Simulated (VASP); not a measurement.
Input of a VASP 6.6.1 run:

The input INCAR:

```
SYSTEM = F
PREC = Accurate
ENCUT = 520
EDIFF = 1E-6
ISMEAR = 0
SIGMA = 0.05
LREAL = .FALSE.
LASPH = .TRUE.
NELM = 100
ALGO = Normal
ISIF = 2
LWAVE = .FALSE.
LCHARG = .TRUE.
GGA = PS
LELF = .TRUE.
LVHAR = .TRUE.
NBANDS = 22
```

File KPOINTS:

```
regular mesh
0
G
  4 4 2
  0 0 0
```

File POSCAR:

```
F
1.0
    2.9484629692     -1.6945827202     -0.2274109001
    2.9484629692      1.6945827202     -0.2274109001
   -2.2170189184      0.0000000000      6.7863396219
F
4
Direct
    0.0848459664      0.0848459664      0.0740235354
    0.9151540336      0.9151540336      0.9259764646
    0.5015719855      0.5015719855      0.5937195244
    0.4984280145      0.4984280145      0.4062804756
```

Potentials or basis: VASP PAW PBE potentials, release 64 (F).

The run is started by

```console
$ cat potpaw_PBE.64/F/POTCAR > POTCAR
$ mpirun -np 1 vasp_std > vasp.out
```

Problem. What does it give for the pressure?

Solution. 26.5 GPa.

Problem. Predict the band gap on the k mesh.

Solution. 3.31 eV, indirect (least direct gap 3.40 eV).

Forces on the atoms (eV/Å):
```
F    14.332   0.000  19.885
F   -14.332   0.000 -19.885
F    -1.177   0.000   3.581
F     1.177   0.000  -3.581
```

Caveat: the k points lie up to 0.55 Å⁻¹ apart; the standard files for N, O and F lose accuracy on very short bonds; the PAW data sets were made with another functional, which shifts forces and pressure a little. A k mesh can miss the band edges.
